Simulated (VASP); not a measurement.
Input of a VASP 6.6.1 run:

Contents of INCAR:

```
PREC = Accurate ; ENCUT = 520
EDIFF = 1E-6 ; ISMEAR = -1
SIGMA = 0.05 ; LREAL = F
LASPH = T ; NELM = 100
ALGO = Normal ; ISIF = 2
LWAVE = F ; LCHARG = F
GGA = CA ; NBANDS = 20
```

Contents of KPOINTS:

```
regular mesh
0
Gamma
  10 10 10
```

Contents of POSCAR:

```
SnO2
1.0
    1.5952377869      0.9210109657      4.7357117578
   -1.5952377869      0.9210109657      4.7357117578
    0.0000000000     -1.8420219315      4.7357117578
Sn O
1 2
Direct
    0.5000000000      0.5000000000      0.5000000000
    0.7628300000      0.7628300000      0.7628300000
    0.2371700000      0.2371700000      0.2371700000
```

Potentials or basis: VASP PAW LDA potentials, release 64 (Sn_d, O).

Command:

```console
$ cat potpaw_LDA.64/Sn_d/POTCAR potpaw_LDA.64/O/POTCAR > POTCAR
$ mpirun -np 1 vasp_std > vasp.out
```

Predict the largest force.

0.184 eV/Å.

Estimate the band gap on the k mesh.

2.04 eV (least direct gap 2.20 eV).

What does it give for the pressure?

-2.7 GPa.

Stress tensor (GPa, compression positive):
```
-2.13  0.00  0.00
 0.00 -2.13  0.00
 0.00  0.00 -3.91
```

Caveat: spin-orbit coupling is left out, which moves the levels of the heavy elements. A k mesh can miss the band edges.
